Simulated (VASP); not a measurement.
# GaCuSe2 (P4/mmm) in VASP: single point with r2SCAN

Aim: the single point of GaCuSe2 with r2SCAN.

All numbers are computed with VASP 6.6.1; they aren't measurements. Logs are shortened: lines on timing, memory, paths and dates and some standing lists are left out, and cuts for length are marked.

## 1. The cell of the first run

The structure is tetragonal, space group P4/mmm (No. 123). Conventional cell: a = 3.730 Å, b = 3.730 Å, c = 5.255 Å, α = 90.00°, β = 90.00°, γ = 90.00°. Cu (site symmetry 4/mmm) has 6 Se at 2.63 to 2.64 Å within 3.5 Å. Within 3.5 Å of Se (site symmetry 4/mmm) lie 2 Cu at 2.63 Å and 4 Ga at 2.64 Å. Se (site symmetry 4/mmm) has 2 Ga at 2.63 Å and 4 Cu at 2.64 Å within 3.5 Å. Ga (site symmetry 4/mmm) has 6 Se at 2.63 to 2.64 Å within 3.5 Å.

## 2. Single point, r2SCAN

Input file POSCAR:

```
GaCuSe2
1.0
    3.7295628207      0.0000000000      0.0000000000
    0.0000000000      3.7295628207      0.0000000000
    0.0000000000      0.0000000000      5.2545477339
Cu Se Ga
1 2 1
Direct
    0.0000000000      0.0000000000      0.0000000000
    0.0000000000      0.0000000000      0.5000000000
    0.5000000000      0.5000000000      0.0000000000
    0.5000000000      0.5000000000      0.5000000000
```

Input file INCAR.step1:

```
SYSTEM = GaCuSe2
ALGO = Normal
EDIFF = 1E-4
ENCUT = 520
GGA = PE
ISMEAR = -1
LASPH = .TRUE.
LCHARG = .FALSE.
LREAL = .FALSE.
LWAVE = .TRUE.
NBANDS = 26
NELM = 100
PREC = Accurate
SIGMA = 0.02
```

Input file INCAR.step2:

```
SYSTEM = GaCuSe2
ALGO = Normal
EDIFF = 1E-7
ENCUT = 520
ISIF = 2
ISMEAR = -1
ISTART = 1
LASPH = .TRUE.
LCHARG = .FALSE.
LMIXTAU = .TRUE.
LREAL = .FALSE.
LWAVE = .FALSE.
METAGGA = R2SCAN
NBANDS = 26
NELM = 100
PREC = Accurate
SIGMA = 0.02
```

Input file KPOINTS:

```
k-points
0
G
  8 8 6
  0 0 0
```

Potentials or basis: VASP PAW PBE potentials, release 64 (Cu, Se, Ga_d).

Started as:

```bash
> cat potpaw_PBE.64/Cu/POTCAR potpaw_PBE.64/Se/POTCAR potpaw_PBE.64/Ga_d/POTCAR > POTCAR
> cp INCAR.step1 INCAR
> mpirun -np 1 vasp_std > vasp.out
> cp INCAR.step2 INCAR
> mpirun -np 1 vasp_std > vasp.out
```

OUTCAR:

```text
SYSTEM = GaCuSe2
   EDIFF = 1E-7
   ENCUT = 520
   ISIF = 2
   ISMEAR = -1
   ISTART = 1
   LASPH = .TRUE.
   LREAL = .FALSE.
   METAGGA = R2SCAN
   NELM = 100
   PREC = Accurate

 ion  position               nearest neighbor table
   1  0.000  0.000  0.000-   2 2.63   2 2.63   3 2.64   3 2.64   3 2.64   3 2.64
   2  0.000  0.000  0.500-   1 2.63   1 2.63   4 2.64   4 2.64   4 2.64   4 2.64
   3  0.500  0.500  0.000-   4 2.63   4 2.63   1 2.64   1 2.64   1 2.64   1 2.64
   4  0.500  0.500  0.500-   3 2.63   3 2.63   2 2.64   2 2.64   2 2.64   2 2.64

  LATTYP: Found a simple tetragonal cell.
 ALAT       =     3.7295628207
 C/A-ratio  =     1.4088910649

  Lattice vectors:

 A1 = (   3.7295628207,   0.0000000000,   0.0000000000)
 A2 = (   0.0000000000,   3.7295628207,   0.0000000000)
 A3 = (   0.0000000000,   0.0000000000,   5.2545477339)

Analysis of symmetry for initial positions (statically):
=====================================================================
 Subroutine PRICEL returns:
 Original cell was already a primitive cell.

 Routine SETGRP: Setting up the symmetry group for a
 simple tetragonal supercell.

 Subroutine GETGRP returns: Found 16 space group operations
 (whereof 16 operations were pure point group operations)
 out of a pool of 16 trial point group operations.

The static configuration has the point symmetry D_4h.

Analysis of symmetry for dynamics (positions and initial velocities):
=====================================================================
 Subroutine PRICEL returns:
 Original cell was already a primitive cell.

 Routine SETGRP: Setting up the symmetry group for a
 simple tetragonal supercell.

 Subroutine GETGRP returns: Found 16 space group operations
 (whereof 16 operations were pure point group operations)
 out of a pool of 16 trial point group operations.

The dynamic configuration has the point symmetry D_4h.

 Subroutine INISYM returns: Found 16 space group operations
 (whereof 16 operations are pure point group operations),
 and found     1 'primitive' translations

----------------------------------------------------------------------------------------

                                     Primitive cell

  volume of cell :      73.0889

  direct lattice vectors                    reciprocal lattice vectors
     3.729562821  0.000000000  0.000000000     0.268127941  0.000000000  0.000000000
     0.000000000  3.729562821  0.000000000     0.000000000  0.268127941  0.000000000
     0.000000000  0.000000000  5.254547734     0.000000000  0.000000000  0.190311336

  length of vectors
[... 89 lines left out ...]
   NSW    =      0    number of steps for IOM
   IBRION =     -1    ionic relax: 0-MD 1-quasi-New 2-CG
   NFREE  =      0    steps in history (QN), initial steepest desc. (CG)
   ISIF   =      2    stress and relaxation
   ISYM   =      2    0-nonsym 1-usesym 2-fastsym
   POTIM  = 0.5000    time-step for ionic-motion
   TEBEG  =    0.0;   TEEND  =   0.0 temperature during run
   PSTRESS=    0.0 pullay stress
   NELECT =      36.0000    total number of electrons
   NUPDOWN=      -1.0000    fix difference up-down
   EMIN   =  10.00;   EMAX   =-10.00  energy-range for DOS
   EFERMI =   0.00;   METHOD = LEGACY
   ISMEAR =    -1;   SIGMA  =   0.02  broadening in eV -4-tet -1-fermi 0-gaus
   EFERMI_NEDOS =   21; number of points for ismear=-14 and -15
   IALGO  =     38    algorithm
   IMIX   =      4    mixing-type and parameters
     AMIX     =   0.40;   BMIX     =  1.00
     AMIX_MAG =   1.60;   BMIX_MAG =  1.00
  volume/ion in A,a.u.               =      18.27       123.31
  Fermi-wavevector in a.u.,A,eV,Ry     =   1.292881  2.443191 22.742705  1.671542
  Thomas-Fermi vector in A             =   2.424561
   LORBIT       =      0    0 simple, 1 ext, 2 COOP (PROOUT), +10 PAW based schemes
   METAGGA = R2SCAN    functional components
   LHFCALC =     F    Hartree Fock is set to
   AEXX    =    0.0000 exact exchange contribution
   IVDW    =     0    specifies the selected vdW correction
   LEPSILON=     F    determine dielectric tensor
   LRPA    =     F    only Hartree local field effects (RPA)
 non-spin polarized calculation
  energy-cutoff  :      520.00
  volume of cell :       73.09
 maximum number of plane-waves:      1986
 NGX is ok and might be reduce to    28
   NGX = 13   NGY = 13   NGZ = 19

 number of electron      36.0000017 magnetization

 Free energy of the ion-electron system (eV)
  ---------------------------------------------------
  ext. energy  EPLUGINS =         0.00000000
  ---------------------------------------------------
  free energy    TOTEN  =       -52.03852152 eV

  energy without entropy =      -52.03479425  energy(sigma->0) =      -52.03665788

 E-fermi :   5.4230     XC(G=0): -11.4293

 val. band max:        5.4074762895   @ k =   0.3750   0.0000   0.3333
 cond. band min:       5.4242280617   @ k =   0.3750   0.1250   0.3333
 fundamental gap:      0.0167517722
 Fermi energy:         5.4229916549

 k-point     1 :       0.0000    0.0000    0.0000
  band No.  band energies     occupation
      1     -10.5240      2.00000
      2     -10.2795      2.00000
      3     -10.2736      2.00000
      4     -10.2177      2.00000
      5     -10.2177      2.00000
      6     -10.0681      2.00000
[... 685 lines left out ...]
     25      13.3150      0.00000
     26      14.4042      0.00000

 [... further k-points ...]

------------------------ aborting loop because EDIFF is reached ----------------------------------------

  FORCE on cell =-STRESS in cart. coord.  units (eV):
  Direction    XX          YY          ZZ          XY          YZ          ZX
  --------------------------------------------------------------------------------------
  -------------------------------------------------------------------------------------
  Total        0.1812038      0.1812038     -0.1372188      0.0000000     -0.0000000      0.0000000
  in kB        3.9721592      3.9721592     -3.0079664      0.0000000     -0.0000000      0.0000000
  external PRESSURE =       1.6454507 kB  Pullay stress =       0.0000000 kB

 VOLUME and BASIS-vectors are now :
 -----------------------------------------------------------------------------
  energy-cutoff  :      520.00
  volume of cell :       73.09
      direct lattice vectors                 reciprocal lattice vectors
     3.729562821  0.000000000  0.000000000     0.268127941  0.000000000  0.000000000
     0.000000000  3.729562821  0.000000000     0.000000000  0.268127941  0.000000000
     0.000000000  0.000000000  5.254547734     0.000000000  0.000000000  0.190311336

 POSITION                                       TOTAL-FORCE (eV/Angst)
 -----------------------------------------------------------------------------------
      0.00000      0.00000      0.00000         0.000000      0.000000      0.000000
      0.00000      0.00000      2.62727         0.000000      0.000000      0.000000
      1.86478      1.86478      0.00000         0.000000      0.000000      0.000000
      1.86478      1.86478      2.62727         0.000000      0.000000      0.000000
 -----------------------------------------------------------------------------------
    total drift:                                0.000000      0.000000      0.000000

  FREE ENERGIE OF THE ION-ELECTRON SYSTEM (eV)
  ---------------------------------------------------
  free  energy   TOTEN  =       -52.0385215180 eV

  energy  without entropy=      -52.0347942487  energy(sigma->0) =      -52.03665788
```

Run time: 3.9 min. Hardware: 1 thread of AMD EPYC 9R45 (Zen 5), shared host; peak memory 0.23 GiB.

What came out:

```
Free energy            : -52.0385 eV
Pressure               : 0.2 GPa
Band gap on the k mesh : zero (bands 18 and 19 overlap by 2.57 eV)
```

Levels at points of the mesh, in eV from the Fermi level:
| k point | band 15 | band 16 | band 17 | band 18 | band 19 | band 20 | band 21 | band 22 |
| --- | --- | --- | --- | --- | --- | --- | --- | --- |
| (0.00, 0.00, 0.00) | -2.39 | -2.15 | -1.28 | -1.11 | -1.11 | 2.00 | 4.54 | 8.49 |
| (0.50, 0.00, 0.00) | -1.96 | -1.93 | -1.77 | 0.40 | 2.13 | 2.74 | 3.92 | 6.18 |
| (0.50, 0.50, 0.00) | -2.57 | -2.57 | -2.28 | -2.16 | -1.91 | 0.79 | 4.83 | 4.83 |
| (0.00, 0.00, 0.50) | -1.93 | -1.88 | -1.88 | -1.33 | 0.65 | 2.57 | 4.97 | 6.64 |
| (0.50, 0.00, 0.50) | -1.37 | -1.24 | 0.66 | 0.66 | 2.36 | 2.70 | 2.92 | 4.37 |
| (0.50, 0.50, 0.50) | -2.25 | -2.16 | -2.00 | -1.81 | 1.30 | 4.16 | 4.52 | 7.32 |

Caveat: the PAW data sets were made with another functional, which shifts forces and pressure a little. With open d or f shells a metallic result of r2SCAN can be an artefact of self-interaction; +U or a hybrid may open a gap.
